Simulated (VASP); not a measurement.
# La (P6_3/mmc) in VASP: single point with RPBE

Aim: the single point of La with RPBE.

Everything below comes from runs of VASP 6.6.1. Logs are shortened: lines on timing, memory, paths and dates and some standing lists are left out, and cuts for length are marked.

### 1 The cell of the first run

Symmetry: P6_3/mmc, No. 194, hexagonal system. Conventional cell: a = 3.837 Å, b = 3.837 Å, c = 12.326 Å, α = 90.00°, β = 90.00°, γ = 120.00°. Within 5.0 Å of La (site symmetry -3m) lie 12 La at 3.80 to 3.84 Å. La (site symmetry -6m2) has 12 La at 3.80 to 3.84 Å within 5.0 Å.

### 2 Single point, RPBE

The input, INCAR:

```
SYSTEM = La
  PREC = Accurate
  ENCUT = 520
  EDIFF = 1E-6
  ISMEAR = -1
  SIGMA = 0.1
  LREAL = .FALSE.
  LASPH = .TRUE.
  NELM = 100
  ALGO = Normal
  ISIF = 2
  LWAVE = .FALSE.
  LCHARG = .FALSE.
  GGA = RP
  NBANDS = 30
```

The input, KPOINTS:

```
Automatic mesh
0
G
  10 10 3
  0 0 0
```

The input, POSCAR:

```
La
1.0
    3.8366400243      0.0000000000      0.0000000000
   -1.9183200121      3.3226277263      0.0000000000
    0.0000000000      0.0000000000     12.3263035443
La
4
Direct
    1.0000000000      1.0000000000      1.0000000000
    0.0000000000      0.0000000000      0.5000000000
    0.3333333333      0.6666666667      0.7500000000
    0.6666666667      0.3333333333      0.2500000000
```

Potentials or basis: VASP PAW PBE potentials, release 64 (La).

Command:

```sh
$ cat potpaw_PBE.64/La/POTCAR > POTCAR
$ mpirun -np 1 vasp_std > vasp.out
```

OUTCAR:

```text
SYSTEM = La
   PREC = Accurate
   ENCUT = 520
   EDIFF = 1E-6
   ISMEAR = -1
   LREAL = .FALSE.
   LASPH = .TRUE.
   NELM = 100
   ISIF = 2
   GGA = RP

 ion  position               nearest neighbor table
   1  0.000  0.000  0.000-
   2  0.000  0.000  0.500-
   3  0.333  0.667  0.750-
   4  0.667  0.333  0.250-

  LATTYP: Found a hexagonal cell.
 ALAT       =     3.8366400243
 C/A-ratio  =     3.2127860488

  Lattice vectors:

 A1 = (   3.8366400243,   0.0000000000,   0.0000000000)
 A2 = (  -1.9183200121,   3.3226277263,   0.0000000000)
 A3 = (   0.0000000000,   0.0000000000,  12.3263035443)

Analysis of symmetry for initial positions (statically):
=====================================================================
 Subroutine PRICEL returns:
 Original cell was already a primitive cell.

 Routine SETGRP: Setting up the symmetry group for a
 hexagonal supercell.

 Subroutine GETGRP returns: Found 24 space group operations
 (whereof 12 operations were pure point group operations)
 out of a pool of 24 trial point group operations.

The static configuration has the point symmetry D_3d.
 The point group associated with its full space group is D_6h.

Analysis of symmetry for dynamics (positions and initial velocities):
=====================================================================
 Subroutine PRICEL returns:
 Original cell was already a primitive cell.

 Routine SETGRP: Setting up the symmetry group for a
 hexagonal supercell.

 Subroutine GETGRP returns: Found 24 space group operations
 (whereof 12 operations were pure point group operations)
 out of a pool of 24 trial point group operations.

The dynamic configuration has the point symmetry D_3d.
 The point group associated with its full space group is D_6h.

 Subroutine INISYM returns: Found 24 space group operations
 (whereof 12 operations are pure point group operations),
 and found     1 'primitive' translations

----------------------------------------------------------------------------------------

                                     Primitive cell

  volume of cell :     157.1323

  direct lattice vectors                    reciprocal lattice vectors
     3.836640024  0.000000000  0.000000000     0.260644729  0.150483305  0.000000000
    -1.918320012  3.322627726  0.000000000     0.000000000  0.300966609  0.000000000
     0.000000000  0.000000000 12.326303544     0.000000000  0.000000000  0.081127322

  length of vectors
[... 81 lines left out ...]
   LNONCOLLINEAR =      F non collinear calculations
   LSORBIT =      F    spin-orbit coupling
   LASPH  =      T    aspherical Exc in radial PAW
   ENCUT  =  520.0 eV  38.22 Ry    6.18 a.u.   7.13  7.13 22.92*2*pi/ulx,y,z
   NELM   =    100;   NELMIN=  2; NELMDL= -5     # of ELM steps
   EDIFF  = 0.1E-05   stopping-criterion for ELM
   LREAL  =      F    real-space projection
   EDIFFG = 0.1E-04   stopping-criterion for IOM
   NSW    =      0    number of steps for IOM
   IBRION =     -1    ionic relax: 0-MD 1-quasi-New 2-CG
   NFREE  =      0    steps in history (QN), initial steepest desc. (CG)
   ISIF   =      2    stress and relaxation
   ISYM   =      2    0-nonsym 1-usesym 2-fastsym
   POTIM  = 0.5000    time-step for ionic-motion
   TEBEG  =    0.0;   TEEND  =   0.0 temperature during run
   PSTRESS=    0.0 pullay stress
   NELECT =      44.0000    total number of electrons
   NUPDOWN=      -1.0000    fix difference up-down
   EMIN   =  10.00;   EMAX   =-10.00  energy-range for DOS
   EFERMI =   0.00;   METHOD = LEGACY
   ISMEAR =    -1;   SIGMA  =   0.10  broadening in eV -4-tet -1-fermi 0-gaus
   EFERMI_NEDOS =   21; number of points for ismear=-14 and -15
   IALGO  =     38    algorithm
   IMIX   =      4    mixing-type and parameters
     AMIX     =   0.40;   BMIX     =  1.00
     AMIX_MAG =   1.60;   BMIX_MAG =  1.00
  volume/ion in A,a.u.               =      39.28       265.10
  Fermi-wavevector in a.u.,A,eV,Ry     =   1.071035  2.023964 15.607474  1.147117
  Thomas-Fermi vector in A             =   2.206764
   LORBIT       =      0    0 simple, 1 ext, 2 COOP (PROOUT), +10 PAW based schemes
   GGA     = RP    functional components
   LHFCALC =     F    Hartree Fock is set to
   AEXX    =    0.0000 exact exchange contribution
   IVDW    =     0    specifies the selected vdW correction
   LEPSILON=     F    determine dielectric tensor
   LRPA    =     F    only Hartree local field effects (RPA)
 non-spin polarized calculation
  energy-cutoff  :      520.00
  volume of cell :      157.13
 maximum number of plane-waves:      4257
 NGX is ok and might be reduce to    30
   NGX = 15   NGY = 15   NGZ = 45

 number of electron      44.0000005 magnetization

 Free energy of the ion-electron system (eV)
  ---------------------------------------------------
  ext. energy  EPLUGINS =         0.00000000
  ---------------------------------------------------
  free energy    TOTEN  =       -18.30684177 eV

  energy without entropy =      -18.08042862  energy(sigma->0) =      -18.19363519

 E-fermi :   7.4280     XC(G=0):  -9.2502

 val. band max:        7.4273102878   @ k =   0.3000   0.3000   0.3333
 cond. band min:       7.4345500459   @ k =   0.2000   0.2000   0.3333
 fundamental gap:      0.0072397581
 Fermi energy:         7.4279976518

 k-point     1 :       0.0000    0.0000    0.0000
  band No.  band energies     occupation
      1     -25.5382      2.00000
      2     -25.4589      2.00000
      3     -25.4544      2.00000
      4     -25.3729      2.00000
      5      -9.8296      2.00000
      6      -9.2673      2.00000
[... 781 lines left out ...]
     29       8.9808      0.00000
     30       9.0569      0.00000

 [... further k-points ...]
[... 5 lines left out ...]
  --------------------------------------------------------------------------------------
  -------------------------------------------------------------------------------------
  Total        0.0464158      0.0464158      0.0357272      0.0000000      0.0000000      0.0000000
  in kB        0.4732718      0.4732718      0.3642872      0.0000000      0.0000000      0.0000000
  external PRESSURE =       0.4369436 kB  Pullay stress =       0.0000000 kB

 VOLUME and BASIS-vectors are now :
 -----------------------------------------------------------------------------
  energy-cutoff  :      520.00
  volume of cell :      157.13
      direct lattice vectors                 reciprocal lattice vectors
     3.836640024  0.000000000  0.000000000     0.260644729  0.150483305  0.000000000
    -1.918320012  3.322627726  0.000000000     0.000000000  0.300966609  0.000000000
     0.000000000  0.000000000 12.326303544     0.000000000  0.000000000  0.081127322

 POSITION                                       TOTAL-FORCE (eV/Angst)
 -----------------------------------------------------------------------------------
      0.00000      0.00000      0.00000         0.000000      0.000000      0.000000
      0.00000      0.00000      6.16315         0.000000      0.000000      0.000000
     -0.00000      2.21509      9.24473         0.000000      0.000000     -0.000000
      1.91832      1.10754      3.08158        -0.000000     -0.000000      0.000000
 -----------------------------------------------------------------------------------
    total drift:                                0.000000     -0.000000     -0.000000

  FREE ENERGIE OF THE ION-ELECTRON SYSTEM (eV)
  ---------------------------------------------------
  free  energy   TOTEN  =       -18.3068417658 eV

  energy  without entropy=      -18.0804286178  energy(sigma->0) =      -18.19363519
```

OSZICAR:

```text
N       E                     dE             d eps       ncg     rms          rms(c)
DAV:   1     0.579354375941E+03    0.57935E+03   -0.14711E+04  1680   0.197E+03
DAV:   2     0.116598457885E+03   -0.46276E+03   -0.45202E+03  2456   0.390E+02
DAV:   3    -0.255402250322E+01   -0.11915E+03   -0.11673E+03  2822   0.233E+02
DAV:   4    -0.159387856508E+02   -0.13385E+02   -0.12969E+02  3136   0.822E+01
DAV:   5    -0.178822630858E+02   -0.19435E+01   -0.18843E+01  3320   0.329E+01    0.482E+00
DAV:   6    -0.181873675429E+02   -0.30510E+00   -0.26778E+00  3344   0.125E+01    0.249E+00
DAV:   7    -0.182958420024E+02   -0.10847E+00   -0.58478E-01  3224   0.675E+00    0.810E-01
DAV:   8    -0.183089304899E+02   -0.13088E-01   -0.56874E-02  3344   0.209E+00    0.456E-01
DAV:   9    -0.183066932765E+02    0.22372E-02   -0.14282E-02  3104   0.116E+00    0.952E-02
DAV:  10    -0.183069975068E+02   -0.30423E-03   -0.42177E-03  3312   0.537E-01    0.986E-02
DAV:  11    -0.183069076032E+02    0.89904E-04   -0.63052E-04  3112   0.235E-01    0.689E-02
DAV:  12    -0.183068485329E+02    0.59070E-04   -0.18109E-04  3136   0.127E-01    0.321E-02
DAV:  13    -0.183068383515E+02    0.10181E-04   -0.59471E-05  2952   0.562E-02    0.749E-03
DAV:  14    -0.183068414808E+02   -0.31292E-05   -0.73920E-06  2664   0.238E-02    0.278E-03
DAV:  15    -0.183068417658E+02   -0.28502E-06   -0.74444E-07  1488   0.137E-02
   1 F= -.18306842E+02 E0= -.18193635E+02  d E =-.226413E+00
```

stdout:

```text
POSCAR found type information on POSCAR La
 POSCAR found :  1 types and       4 ions
 scaLAPACK will be used
 -----------------------------------------------------------------------------
|                                                                             |
|                                                                             |
|     You enforced a specific xc type in the INCAR file but a different       |
|     I HOPE YOU KNOW WHAT YOU ARE DOING!                                     |
|                                                                             |
 -----------------------------------------------------------------------------

 LDA part: xc-table for (Slater+PW92), standard interpolation
 POSCAR, INCAR and KPOINTS ok, starting setup
 FFT: planning ... GRIDC
 FFT: planning ... GRID_SOFT
 FFT: planning ... GRID
 WAVECAR not read
 entering main loop
```

Wall time 2.1 min (1 thread of Intel Xeon 6975P-C (Granite Rapids), shared host); peak memory 0.32 GiB.

What came out:

| Item | Value |
| --- | --- |
| Free energy | -18.3068 eV |
| Pressure | 0.0 GPa |
| Band gap on the k mesh | zero (band 22 reaches 8.30 eV, above the bottom of band 23 at 7.19 eV) |

Caveat: the PAW data sets were made with another functional, which shifts forces and pressure a little; spin-orbit coupling is left out, which moves the levels of the heavy elements.
